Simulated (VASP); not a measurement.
# BN (P6_3/mmc) in VASP: further runs

The runs below take BN through single point, relaxation of cell and atoms, with PBE.

Program: VASP 6.6.1. These are calculated values, not measurements. Logs are shortened: lines on timing, memory, paths and dates and some standing lists are left out, and cuts for length are marked.

## Step 1: The cell of the first run

Symmetry: P6_3/mmc, No. 194, hexagonal system. The conventional cell has a = 2.663 Å, b = 2.663 Å, c = 8.380 Å, α = 90.00°, β = 90.00°, γ = 120.00°. B (site symmetry -6m2) has 3 N at 1.54 Å within 2.0 Å. Within 2.0 Å of N (site symmetry -6m2) lie 3 B at 1.54 Å.

## Step 2: Single point, PBE (biaxial strain in the a-b plane: +6.0 %, then relaxed in part)

INCAR reads:

```
PREC = Accurate
ENCUT = 520
EDIFF = 1E-6
ISMEAR = 0
SIGMA = 0.02
LREAL = F
LASPH = T
NELM = 80
ALGO = Normal
ISIF = 2
LWAVE = F
LCHARG = F
GGA = PE
NBANDS = 16
```

KPOINTS reads:

```
Automatic mesh
0
Gamma
  12 12 4
```

POSCAR reads:

```
BN
1.0
    2.6629120315      0.0000000000      0.0000000000
   -1.3314560157      2.3061494673      0.0000000000
    0.0000000000      0.0000000000      8.3804301396
B N
2 2
Direct
    0.3333333333      0.6666666667      0.2500000000
    0.6666666667      0.3333333333      0.7500000000
    0.3333333333      0.6666666667      0.7500000000
    0.6666666667      0.3333333333      0.2500000000
```

Potentials or basis: VASP PAW PBE potentials, release 64 (B, N).

On the command line:

```
cat potpaw_PBE.64/B/POTCAR potpaw_PBE.64/N/POTCAR > POTCAR
mpirun -np 1 vasp_std > vasp.out
```

OUTCAR:

```text
PREC = Accurate
   ENCUT = 520
   EDIFF = 1E-6
   ISMEAR = 0
   LREAL = F
   LASPH = T
   NELM = 80
   ISIF = 2
   GGA = PE

 ion  position               nearest neighbor table
   1  0.333  0.667  0.250-   4 1.54   4 1.54   4 1.54
   2  0.667  0.333  0.750-   3 1.54   3 1.54   3 1.54
   3  0.333  0.667  0.750-   2 1.54   2 1.54   2 1.54
   4  0.667  0.333  0.250-   1 1.54   1 1.54   1 1.54

  LATTYP: Found a hexagonal cell.
 ALAT       =     2.6629120315
 C/A-ratio  =     3.1470923712

  Lattice vectors:

 A1 = (   2.6629120315,   0.0000000000,   0.0000000000)
 A2 = (  -1.3314560157,   2.3061494673,   0.0000000000)
 A3 = (   0.0000000000,   0.0000000000,   8.3804301396)

Analysis of symmetry for initial positions (statically):
=====================================================================
 Subroutine PRICEL returns:
 Original cell was already a primitive cell.

 Routine SETGRP: Setting up the symmetry group for a
 hexagonal supercell.

 Subroutine GETGRP returns: Found 24 space group operations
 (whereof 12 operations were pure point group operations)
 out of a pool of 24 trial point group operations.

The static configuration has the point symmetry D_3d.
 The point group associated with its full space group is D_6h.

Analysis of symmetry for dynamics (positions and initial velocities):
=====================================================================
 Subroutine PRICEL returns:
 Original cell was already a primitive cell.

 Routine SETGRP: Setting up the symmetry group for a
 hexagonal supercell.

 Subroutine GETGRP returns: Found 24 space group operations
 (whereof 12 operations were pure point group operations)
 out of a pool of 24 trial point group operations.

The dynamic configuration has the point symmetry D_3d.
 The point group associated with its full space group is D_6h.

 Subroutine INISYM returns: Found 24 space group operations
 (whereof 12 operations are pure point group operations),
 and found     1 'primitive' translations

----------------------------------------------------------------------------------------

                                     Primitive cell

  volume of cell :      51.4648

  direct lattice vectors                    reciprocal lattice vectors
     2.662912031  0.000000000  0.000000000     0.375528740  0.216811619  0.000000000
    -1.331456016  2.306149467  0.000000000     0.000000000  0.433623238  0.000000000
     0.000000000  0.000000000  8.380430140     0.000000000  0.000000000  0.119325617

  length of vectors
     2.662912031  2.662912031  8.380430140     0.433623238  0.433623238  0.119325617

  position of ions in fractional coordinates (direct lattice)
     0.333333333  0.666666667  0.250000000
     0.666666667  0.333333333  0.750000000
     0.333333333  0.666666667  0.750000000
     0.666666667  0.333333333  0.250000000

  ion indices of the primitive-cell ions
   primitive index   ion index
                 1           1
                 2           2
                 3           3
                 4           4

----------------------------------------------------------------------------------------

 KPOINTS: Automatic mesh

Automatic generation of k-mesh.
 Grid dimensions read from file:
 generate k-points for:   12   12    4

 Generating k-lattice:

  Cartesian coordinates                     Fractional coordinates (reciprocal lattice)
     0.031294062  0.018067635  0.000000000     0.083333333  0.000000000  0.000000000
     0.000000000  0.036135270  0.000000000     0.000000000  0.083333333  0.000000000
     0.000000000  0.000000000  0.029831404     0.000000000  0.000000000  0.250000000

  Length of vectors
     0.036135270  0.036135270  0.029831404

  Shift w.r.t. Gamma in fractional coordinates (k-lattice)
     0.000000000  0.000000000  0.000000000

 Subroutine IBZKPT returns following result:
 ===========================================

 Found     57 irreducible k-points:

 Following reciprocal coordinates:
            Coordinates               Weight
  0.000000  0.000000  0.000000      1.000000
  0.083333 -0.000000  0.000000      6.000000
  0.166667 -0.000000  0.000000      6.000000
  0.250000 -0.000000  0.000000      6.000000
  0.333333 -0.000000  0.000000      6.000000
  0.416667 -0.000000  0.000000      6.000000
[... 16 lines left out ...]
  0.250000 -0.000000  0.250000     12.000000
  0.333333 -0.000000  0.250000     12.000000
 [... further k-points ...]
   k-points           NKPTS =     57   k-points in BZ     NKDIM =     57   number of bands    NBANDS=     16
   number of dos      NEDOS =    301   number of ions     NIONS =      4
   total plane-waves  NPLWV =  25600
   dimension x,y,z NGX =    20 NGY =   20 NGZ =   64
   dimension x,y,z NGXF=    40 NGYF=   40 NGZF=  128
   ions per type =               2   2
   NGX,Y,Z   is equivalent  to a cutoff of  12.49, 12.49, 12.70 a.u.
   NGXF,Y,Z  is equivalent  to a cutoff of  24.97, 24.97, 25.39 a.u.
 SYSTEM =  unknown system
   PREC   = accura    normal or accurate (medium, high low for compatibility)
   ISTART =      0    job   : 0-new  1-cont  2-samecut
   ICHARG =      2    charge: 1-file 2-atom 10-const
   ISPIN  =      1    spin polarized calculation?
   LNONCOLLINEAR =      F non collinear calculations
   LSORBIT =      F    spin-orbit coupling
   LASPH  =      T    aspherical Exc in radial PAW
   ENCUT  =  520.0 eV  38.22 Ry    6.18 a.u.   4.95  4.95 15.58*2*pi/ulx,y,z
   NELM   =     80;   NELMIN=  2; NELMDL= -5     # of ELM steps
   EDIFF  = 0.1E-05   stopping-criterion for ELM
   LREAL  =      F    real-space projection
[... 7 lines left out ...]
   TEBEG  =    0.0;   TEEND  =   0.0 temperature during run
   PSTRESS=    0.0 pullay stress
   NELECT =      16.0000    total number of electrons
   NUPDOWN=      -1.0000    fix difference up-down
   EMIN   =  10.00;   EMAX   =-10.00  energy-range for DOS
   EFERMI =   0.00;   METHOD = LEGACY
   ISMEAR =     0;   SIGMA  =   0.02  broadening in eV -4-tet -1-fermi 0-gaus
   EFERMI_NEDOS =   21; number of points for ismear=-14 and -15
   IALGO  =     38    algorithm
   IMIX   =      4    mixing-type and parameters
     AMIX     =   0.40;   BMIX     =  1.00
     AMIX_MAG =   1.60;   BMIX_MAG =  1.00
  volume/ion in A,a.u.               =      12.87        86.83
[... 44 lines left out ...]
     16      10.6165      0.00000

 k-point     2 :       0.0833   -0.0000    0.0000
  band No.  band energies     occupation
      1     -16.5481      2.00000
      2     -16.5063      2.00000
      3      -4.5453      2.00000
      4      -3.9093      2.00000
      5      -2.0605      2.00000
      6      -2.0578      2.00000
[... 8 lines left out ...]
     15      10.5800      0.00000
     16      10.5983      0.00000

 k-point     3 :       0.1667   -0.0000    0.0000
  band No.  band energies     occupation
      1     -16.2079      2.00000
      2     -16.1685      2.00000
      3      -4.0817      2.00000
      4      -3.4713      2.00000
      5      -3.3581      2.00000
      6      -3.3507      2.00000
[... 8 lines left out ...]
     15      11.6792      0.00000
     16      11.9136      0.00000

 k-point     4 :       0.2500   -0.0000    0.0000
  band No.  band energies     occupation
      1     -15.6717      2.00000
      2     -15.6365      2.00000
      3      -4.9587      2.00000
      4      -4.9515      2.00000
      5      -3.3386      2.00000
      6      -2.8826      2.00000
[... 8 lines left out ...]
     15      11.8639      0.00000
     16      13.7892      0.00000

 k-point     5 :       0.3333   -0.0000    0.0000
  band No.  band energies     occupation
      1     -15.0081      2.00000
      2     -14.9796      2.00000
      3      -6.5174      2.00000
      4      -6.5081      2.00000
      5      -3.4115      2.00000
      6      -3.4041      2.00000
[... 8 lines left out ...]
     15      13.0413      0.00000
     16      15.2140      0.00000

 k-point     6 :       0.4167   -0.0000    0.0000
  band No.  band energies     occupation
      1     -14.3777      2.00000
      2     -14.3589      2.00000
      3      -7.7277      2.00000
      4      -7.7154      2.00000
      5      -3.7600      2.00000
      6      -3.7521      2.00000
[... 8 lines left out ...]
     15      13.1522      0.00000
     16      15.3708      0.00000

 k-point     7 :       0.5000   -0.0000    0.0000
  band No.  band energies     occupation
      1     -14.0915      2.00000
      2     -14.0814      2.00000
      3      -8.2111      2.00000
      4      -8.1979      2.00000
      5      -3.8808      2.00000
      6      -3.8728      2.00000
[... 8 lines left out ...]
     15      13.1313      0.00000
     16      14.6524      0.00000

 k-point     8 :       0.0833    0.0833    0.0000
  band No.  band energies     occupation
      1     -16.3199      2.00000
      2     -16.2796      2.00000
      3      -4.2349      2.00000
      4      -3.6158      2.00000
      5      -2.9137      2.00000
      6      -2.9064      2.00000
[... 8 lines left out ...]
     15      10.9414      0.00000
     16      11.5996      0.00000

 k-point     9 :       0.1667    0.0833    0.0000
  band No.  band energies     occupation
      1     -15.8804      2.00000
      2     -15.8435      2.00000
      3      -4.2603      2.00000
      4      -4.2524      2.00000
      5      -3.6303      2.00000
      6      -3.0472      2.00000
[... 8 lines left out ...]
     15      11.4103      0.00000
     16      11.8831      0.00000
[... 172 lines left out ...]
 k-point    19 :       0.3333    0.3333    0.0000
  band No.  band energies     occupation
      1     -13.6392      2.00000
      2     -13.6392      2.00000
      3      -6.9635      2.00000
      4      -6.9511      2.00000
      5      -6.9511      2.00000
      6      -6.9371      2.00000
[... 8 lines left out ...]
     15      13.7685      0.00000
     16      14.9043      0.00000

 k-point    20 :       0.0000    0.0000    0.2500
  band No.  band energies     occupation
      1     -16.6580      2.00000
      2     -16.6279      2.00000
      3      -4.6172      2.00000
      4      -4.1633      2.00000
      5      -1.5354      2.00000
      6      -1.5354      2.00000
[... 8 lines left out ...]
     15      10.1049      0.00000
     16      10.2041      0.00000

 k-point    21 :       0.0833   -0.0000    0.2500
  band No.  band energies     occupation
      1     -16.5420      2.00000
      2     -16.5125      2.00000
      3      -4.4613      2.00000
      4      -4.0131      2.00000
      5      -2.0596      2.00000
      6      -2.0578      2.00000
[... 8 lines left out ...]
     15      10.5827      0.00000
     16      10.5957      0.00000

 k-point    22 :       0.1667   -0.0000    0.2500
  band No.  band energies     occupation
      1     -16.2021      2.00000
      2     -16.1743      2.00000
      3      -4.0021      2.00000
      4      -3.5760      2.00000
      5      -3.3516      2.00000
      6      -3.3489      2.00000
[... 8 lines left out ...]
     15      11.9163      0.00000
     16      11.9297      0.00000

 k-point    23 :       0.2500   -0.0000    0.2500
  band No.  band energies     occupation
      1     -15.6665      2.00000
      2     -15.6417      2.00000
      3      -4.9582      2.00000
      4      -4.9530      2.00000
      5      -3.2621      2.00000
      6      -2.8816      2.00000
[... 8 lines left out ...]
     15      12.7115      0.00000
     16      13.7542      0.00000

 k-point    24 :       0.3333   -0.0000    0.2500
  band No.  band energies     occupation
      1     -15.0040      2.00000
      2     -14.9837      2.00000
      3      -6.5162      2.00000
      4      -6.5096      2.00000
      5      -3.4104      2.00000
      6      -3.4051      2.00000
[... 8 lines left out ...]
     15      13.7320      0.00000
     16      15.0573      0.00000

 [... further k-points ...]

------------------------ aborting loop because EDIFF is reached ----------------------------------------

  FORCE on cell =-STRESS in cart. coord.  units (eV):
  Direction    XX          YY          ZZ          XY          YZ          ZX
  --------------------------------------------------------------------------------------
  -------------------------------------------------------------------------------------
  Total      -12.1980180    -12.1980180     -0.0240726     -0.0000000      0.0000000      0.0000000
  in kB     -379.7425562   -379.7425562     -0.7494169     -0.0000000      0.0000000      0.0000000
  external PRESSURE =    -253.4115097 kB  Pullay stress =       0.0000000 kB

 VOLUME and BASIS-vectors are now :
 -----------------------------------------------------------------------------
  energy-cutoff  :      520.00
  volume of cell :       51.46
      direct lattice vectors                 reciprocal lattice vectors
     2.662912031  0.000000000  0.000000000     0.375528740  0.216811619  0.000000000
    -1.331456016  2.306149467  0.000000000     0.000000000  0.433623238  0.000000000
     0.000000000  0.000000000  8.380430140     0.000000000  0.000000000  0.119325617

 POSITION                                       TOTAL-FORCE (eV/Angst)
 -----------------------------------------------------------------------------------
     -0.00000      1.53743      2.09511         0.000000     -0.000000      0.000000
      1.33146      0.76872      6.28532        -0.000000      0.000000      0.000000
     -0.00000      1.53743      6.28532        -0.000000     -0.000000      0.000000
      1.33146      0.76872      2.09511        -0.000000      0.000000      0.000000
 -----------------------------------------------------------------------------------
    total drift:                               -0.000000      0.000000     -0.000000

  FREE ENERGIE OF THE ION-ELECTRON SYSTEM (eV)
  ---------------------------------------------------
  free  energy   TOTEN  =       -34.4675517810 eV

  energy  without entropy=      -34.4675517810  energy(sigma->0) =      -34.46755178
```

Wall time 16 s (1 thread of Intel Xeon 6975P-C (Granite Rapids), shared host); peak memory 0.16 GiB.

Results:

| Item | Value |
| --- | --- |
| Free energy | -34.4676 eV |
| Pressure | -25.3 GPa |
| Band gap on the k mesh | 4.20 eV, direct |

Caveat: the cell differs from its parent crystal (biaxial strain in the a-b plane: +6.0 %, then relaxed in part); this functional lacks dispersion, which binds the layers, so the pressure and a relaxed spacing across them are unreliable.

## Step 3: Single point, PBE

INCAR reads:

```
SYSTEM = BN
PREC = Accurate
ENCUT = 520
EDIFF = 1E-6
ISMEAR = 0
SIGMA = 0.02
LREAL = .False.
LASPH = .True.
NELM = 60
ALGO = Normal
ISIF = 2
LWAVE = .False.
LCHARG = .True.
GGA = PE
LELF = .True.
LVHAR = .True.
NBANDS = 16
```

KPOINTS reads:

```
Automatic mesh
0
Gamma
  12 12 4
  0 0 0
```

POSCAR is that of step 2.

Potentials or basis: VASP PAW PBE potentials, release 64 (B, N).

On the command line:

```
cat potpaw_PBE.64/B/POTCAR potpaw_PBE.64/N/POTCAR > POTCAR
mpirun -np 1 vasp_std > vasp.out
```

It took 16 s on 1 thread of Intel Xeon 6975P-C (Granite Rapids), shared host; peak memory 0.17 GiB.

It converged, with:

```
Free energy            : -34.4676 eV
Pressure               : -25.3 GPa
Band gap on the k mesh : 4.20 eV, direct
```

Stress tensor (GPa, compression positive):
```
-37.97   0.00   0.00
  0.00 -37.97   0.00
  0.00   0.00  -0.07
```

Levels at points of the mesh, in eV from the valence-band top:
| k point | band 5 | band 6 | band 7 | band 8 | band 9 | band 10 | band 11 | band 12 |
| --- | --- | --- | --- | --- | --- | --- | --- | --- |
| (0.00, 0.00, 0.00) | -1.51 | -1.51 | -1.51 | -1.51 | 4.38 | 7.66 | 8.26 | 10.11 |
| (0.50, 0.00, 0.00) | -3.86 | -3.85 | -0.87 | -0.62 | 4.22 | 4.62 | 7.83 | 8.08 |
| (0.00, 0.00, 0.50) | -1.51 | -1.51 | -1.51 | -1.51 | 5.58 | 5.58 | 9.68 | 9.68 |
| (0.50, 0.00, 0.50) | -3.85 | -3.85 | -0.74 | -0.74 | 4.39 | 4.39 | 7.99 | 7.99 |

Caveat: this functional lacks dispersion, which binds the layers, so the pressure and a relaxed spacing across them are unreliable. A k mesh can miss the band edges.

## Step 4: Relaxation of cell and atoms, PBE

This run uses another cell than the first one, of 10.53 Å³/atom, 0.819 times its volume.

INCAR reads:

```
SYSTEM = BN
ALGO = Normal
EDIFF = 1E-6
EDIFFG = -0.005
ENCUT = 600
GGA = PE
IBRION = 2
ISIF = 3
ISMEAR = 0
LASPH = .True.
LCHARG = .False.
LREAL = .False.
LWAVE = .False.
NELM = 100
NSW = 100
PREC = Accurate
SIGMA = 0.02
```

KPOINTS reads:

```
k-points
0
Gamma
  12 12 4
  0 0 0
```

POSCAR reads:

```
BN
1.0
    2.5124282281      0.0000000000      0.0000000000
   -1.2562141141      2.1758266707      0.0000000000
    0.0000000000      0.0000000000      7.7072650000
B N
2 2
Direct
    0.3333333300      0.6666666700      0.2500000000
    0.6666666700      0.3333333300      0.7500000000
    0.3333333300      0.6666666700      0.7500000000
    0.6666666700      0.3333333300      0.2500000000
```

On the command line:

```
cat potpaw_PBE.64/B/POTCAR potpaw_PBE.64/N/POTCAR > POTCAR
mpirun -np 1 vasp_std > vasp.out
```

Run time: 3.6 min. Hardware: 1 thread of Intel Xeon Platinum 8375C at 2.90GHz (Ice Lake), shared host; peak memory 0.18 GiB.

It converged, with:

```yaml
Free_energy: -35.2104 eV
Relaxed_volume: 11.02 Å³/atom
Relaxed_cell: a = 2.512 Å, b = 2.512 Å, c = 8.063 Å, α = 90.00°, β = 90.00°, γ = 120.00°
Space_group_after_relaxing_to_0.05_Å: P6_3/mmc (No. 194)
Energy_gained_by_relaxing: 0.1 meV/atom
Ionic_steps: 14
Pressure_after_relaxing: -0.1 GPa
Band_gap_on_the_k_mesh: 4.47 eV, indirect (least direct gap 4.65 eV)
```

The path:
| step | energy change (eV) | largest force (eV/Å) | pressure (GPa) | volume (Å³) |
| --- | --- | --- | --- | --- |
| 1 | 0.0000 | 0.0000 | -0.03 | 42.13 |
| 2 | 0.0000 | 0.0000 | 0.20 | 42.12 |
| 3 | 0.0000 | 0.0000 | 0.11 | 42.13 |
| 4 | 0.0000 | 0.0000 | 0.09 | 42.15 |
| 5 | -0.0001 | 0.0000 | 0.04 | 42.24 |
| 6 | -0.0002 | 0.0000 | -0.04 | 42.42 |
| 7 | -0.0004 | 0.0000 | -0.19 | 42.77 |
| 8 | -0.0004 | 0.0000 | -0.50 | 43.47 |
| 9 | -0.0004 | 0.0000 | -0.50 | 43.47 |
| 10 | -0.0004 | 0.0000 | -0.47 | 43.49 |
| 11 | -0.0004 | 0.0000 | -0.47 | 43.53 |
| 12 | -0.0005 | 0.0000 | -0.41 | 43.61 |
| 13 | -0.0005 | 0.0000 | -0.29 | 43.76 |
| 14 | -0.0005 | 0.0000 | -0.06 | 44.07 |

Final structure:
```yaml
crystal:
  lattice:
    - [2.51234, 0.00000, 0.00000]
    - [-1.25617, 2.17575, 0.00000]
    - [0.00000, 0.00000, 8.06282]
  atoms:
    - { symbol: B, position: [0.33333, 0.66667, 0.25000] }
    - { symbol: B, position: [0.66667, 0.33333, 0.75000] }
    - { symbol: N, position: [0.33333, 0.66667, 0.75000] }
    - { symbol: N, position: [0.66667, 0.33333, 0.25000] }
```

Levels at points of the mesh, in eV from the valence-band top:
```csv
k point,band 5,band 6,band 7,band 8,band 9,band 10,band 11,band 12
"(0.00, 0.00, 0.00)",-1.35,-1.35,-1.35,-1.35,4.47,8.10,10.46,11.50
"(0.50, 0.00, 0.00)",-4.12,-4.11,-1.05,-0.75,4.54,5.06,9.41,9.87
"(0.00, 0.00, 0.50)",-1.35,-1.35,-1.35,-1.35,5.89,5.89,11.51,11.51
"(0.50, 0.00, 0.50)",-4.12,-4.12,-0.90,-0.90,4.76,4.76,9.70,9.70
```

Caveat: this functional lacks dispersion, which binds the layers, so the pressure and a relaxed spacing across them are unreliable.
